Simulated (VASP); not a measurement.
Set up this calculation in VASP 6.6.1, as the native input.

* Task: single point
* Functional: PBE
* Potentials or basis: VASP PAW PBE potentials, release 64 (Ba_sv, Te)
* Cutoff: 520 eV
* k mesh: 5 × 5 × 5
* Occupations: gaussian, width 0.2 eV
* Spin: no spin polarisation
* Dipole correction: no
* Further INCAR settings: ALGO = Normal; EDIFF = 1e-07; NBANDS = 15

The structure of BaTe lies in POSCAR:

```
BaTe
1.0
    4.8095088720     -0.0000000029      0.0000000000
   -2.4047544335      4.1651568644      0.0000000000
    0.0000000000      0.0000000000      4.4033362823
Ba Te
1 1
Direct
    0.3333333333      0.6666666667      0.0000000000
    0.6666666667      0.3333333333      0.5000000000
```

The cell was generated, and may not be a known phase.

The input as run:

INCAR

```
PREC = Accurate
ENCUT = 520
EDIFF = 1E-7
ISMEAR = 0
SIGMA = 0.2
LREAL = F
LASPH = T
NELM = 80
ALGO = Normal
ISIF = 2
LWAVE = F
LCHARG = F
GGA = PE
NBANDS = 15
```

KPOINTS

```
regular mesh
0
Gamma
  5 5 5
```

Potentials or basis: VASP PAW PBE potentials, release 64 (Ba_sv, Te).

The run is started by

```console
$ cat potpaw_PBE.64/Ba_sv/POTCAR potpaw_PBE.64/Te/POTCAR > POTCAR
$ mpirun -np 1 vasp_std > vasp.out
```

Results of the run:

```yaml
Pressure: 0.4 GPa
Band_gap_on_the_k_mesh: 1.46 eV
```

Caveat: spin-orbit coupling is left out, which moves the levels of the heavy elements.

It took 25 s on 1 thread of Intel(R) Xeon(R) Platinum 8488C (Sapphire Rapids), on a shared host, peak memory 0.21 GiB.
